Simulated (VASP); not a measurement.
A run of VASP 6.6.1:

Contents of INCAR:

```
PREC     = Accurate       # precision mode
ENCUT    = 520            # plane-wave cutoff, eV
EDIFF    = 1E-7           # SCF threshold, eV
ISMEAR   = 0              # smearing method
SIGMA    = 0.02           # smearing width, eV
LREAL    = Auto         
LASPH    = T              # aspherical terms in the spheres
NELM     = 100            # most SCF steps
ALGO     = Normal         # electronic algorithm
ISIF     = 2              # what is computed and relaxed
LWAVE    = F              # write WAVECAR
LCHARG   = T              # write CHGCAR
GGA      = PE             # functional
LELF     = T              # ELF
LVHAR    = T            
NBANDS   = 118            # bands
NELECT   = 202.0
```

The input KPOINTS:

```
Automatic mesh
0
Gamma
  2 2 2
```

The input POSCAR:

```
Sn8O14F
1.0
   -4.7380000000     -4.7380000000      0.0000000000
    4.7380000000     -4.7380000000      0.0000000000
    0.0000000000      0.0000000000      6.3730000000
Sn O F
8 14 1
Direct
    0.4982142254      0.5000000000      0.0000000000
    0.0006236809      0.5000000000      0.2488024478
    0.5016971296      0.5000000000      0.5000000000
    0.0006236809      0.5000000000      0.7511975522
   -0.0687811313      0.0000000000      0.0000000000
    0.5155141410      0.0000000000      0.2520158481
    0.0153395948      0.0000000000      0.5000000000
    0.5155141410      0.0000000000      0.7479841519
    0.1955827353      0.5000000000      0.0000000000
   -0.0007941114      0.1919819544      0.2444621058
    0.8036846771      0.5000000000      0.0000000000
   -0.0007941114      0.8080180456      0.2444621058
    0.1966344449      0.5000000000      0.5000000000
   -0.0007941114      0.1919819544      0.7555378942
    0.8055994090      0.5000000000      0.5000000000
   -0.0007941114      0.8080180456      0.7555378942
    0.5013457155      0.6977427184      0.2465018045
    0.5013457155      0.3022572816      0.2465018045
    0.7079672858      0.0000000000      0.5000000000
    0.5013457155      0.6977427184      0.7534981955
    0.3190439004      0.0000000000      0.5000000000
    0.5013457155      0.3022572816      0.7534981955
    0.2976352892      0.0000000000      0.0000000000
```

Potentials or basis: VASP PAW PBE potentials, release 64 (Sn_d, O, F).

Launch:

```bash
$ cat potpaw_PBE.64/Sn_d/POTCAR potpaw_PBE.64/O/POTCAR potpaw_PBE.64/F/POTCAR > POTCAR
$ mpirun -np 1 vasp_std > vasp.out
```

Hardware: 1 thread of Intel Xeon 8259CL, on a shared host.

Task: How long does it take, and how much memory?

Result: Run time: 18 min on 1 thread of Intel Xeon 8259CL, on a shared host, peak memory 0.45 GiB. Counts: scf iterations 18, k points 8.
